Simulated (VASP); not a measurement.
Input of a VASP 6.6.1 run:

Contents of POSCAR:

```
MgS
1.0
    0.0000000000      2.8308747674      2.8308747674
    2.8308747674      0.0000000000      2.8308747674
    2.8308747674      2.8308747674      0.0000000000
Mg S
1 1
Direct
    0.0000000000      0.0000000000      0.0000000000
    0.7500000000      0.7500000000      0.7500000000
```

INCAR.step1

```
SYSTEM = MgS
PREC = Accurate
ENCUT = 520
ISMEAR = 0
SIGMA = 0.01
LREAL = .FALSE.
LASPH = .TRUE.
NELM = 80
NBANDS = 11
GGA = PE
ALGO = Normal
EDIFF = 1E-4
LWAVE = .TRUE.
LCHARG = .FALSE.
```

The input INCAR.step2:

```
SYSTEM = MgS
PREC = Accurate
ENCUT = 520
EDIFF = 1E-6
ISMEAR = 0
SIGMA = 0.01
LREAL = .FALSE.
LASPH = .TRUE.
NELM = 80
ALGO = Normal
ISIF = 2
LWAVE = .FALSE.
LCHARG = .FALSE.
METAGGA = R2SCAN
LMIXTAU = .TRUE.
NBANDS = 11
ISTART = 1
```

File KPOINTS:

```
Automatic mesh
0
G
  6 6 6
  0 0 0
```

Potentials or basis: VASP PAW PBE potentials, release 64 (Mg, S).

Run with:

```sh
$ cat potpaw_PBE.64/Mg/POTCAR potpaw_PBE.64/S/POTCAR > POTCAR
$ cp INCAR.step1 INCAR
$ mpirun -np 1 vasp_std > vasp.out
$ cp INCAR.step2 INCAR
$ mpirun -np 1 vasp_std > vasp.out
```

(1) What does it give for the pressure?

(2) What does it give for the band gap on the k mesh?

## Answers

(1) -0.3 GPa.

(2) 4.13 eV, direct.

Caveat: the PAW data sets were made with another functional, which shifts forces and pressure a little.
